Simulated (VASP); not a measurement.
**Ni2Ge: single point with PBEsol**

Crystal: Ni2Ge.

```xyz
12
Lattice="4.9005 0.0000 0.0000 0.0000 3.7329 0.0000 0.0000 0.0000 7.0570" Properties=species:S:1:pos:R:3 pbc="T T T"
Ni    0.8543    2.7997    3.0971
Ni    4.0462    0.9332    3.9600
Ni    3.3046    2.7997    0.4314
Ni    1.5959    0.9332    6.6256
Ni    2.6772    2.7997    5.0400
Ni    2.2233    0.9332    2.0171
Ni    0.2270    2.7997    5.5456
Ni    4.6735    0.9332    1.5115
Ge    0.9968    2.7997    0.7819
Ge    3.9037    0.9332    6.2752
Ge    3.4470    2.7997    2.7466
Ge    1.4534    0.9332    4.3104
```

```json
{"Program": "VASP 6.6.1", "Task": "single point", "Functional": "PBEsol", "Potentials or basis": "VASP PAW PBE potentials, release 64 (Ni, Ge_d)", "Cutoff": "520 eV", "k mesh": "8 × 10 × 6", "Occupations": "gaussian, width 0.1 eV", "Spin": "no spin polarisation", "Dipole correction": "no", "Further INCAR settings": "ALGO = Fast; EDIFF = 1e-06; NBANDS = 80"}
```

```
Pressure               : 13.8 GPa
Largest force          : 0.016 eV/Å
Band gap on the k mesh : zero (bands 68 and 69 overlap by 1.68 eV)
```

Forces in eV/Å, atoms in the order of the input:
```
Ni  -0.001  0.000  0.005
Ni   0.001  0.000 -0.005
Ni  -0.001  0.000 -0.005
Ni   0.001  0.000  0.005
Ni   0.010  0.000  0.013
Ni  -0.010  0.000 -0.013
Ni   0.010  0.000 -0.013
Ni  -0.010  0.000  0.013
Ge   0.009  0.000 -0.002
Ge  -0.009  0.000  0.002
Ge   0.009  0.000  0.002
Ge  -0.009  0.000 -0.002
```

Stress tensor (GPa, compression positive):
```
13.81  0.00  0.00
 0.00 13.91  0.00
 0.00  0.00 13.81
```

Levels at points of the mesh, in eV from the Fermi level:
```tsv
k point	band 66	band 67	band 68	band 69	band 70	band 71
(0.00, 0.00, 0.00)	-0.90	-0.65	-0.07	0.47	1.01	1.69
(0.50, 0.00, 0.00)	-0.93	1.26	1.26	1.55	1.55	2.88
(0.00, 0.50, 0.00)	-0.93	-0.90	-0.90	0.65	0.65	1.38
(0.50, 0.50, 0.00)	-0.72	-0.72	-0.72	-0.01	-0.01	-0.01
(0.00, 0.00, 0.50)	-0.95	-0.31	-0.31	0.22	0.22	1.20
(0.50, 0.00, 0.50)	-0.45	0.12	0.12	1.94	1.94	2.01
(0.00, 0.50, 0.50)	-0.88	-0.44	-0.44	-0.38	-0.38	0.84
(0.50, 0.50, 0.50)	-0.68	-0.68	-0.68	0.50	0.50	0.50
```

It took 42 min on 1 thread of Oxide Virtual Turin-like Processor, on a shared host, peak memory 0.83 GiB.

Caveat: the cell stands under pressure; the PAW data sets were made with another functional, which shifts forces and pressure a little. Spin polarisation is off, so any magnetic state and its effect on volume and gap are missing.
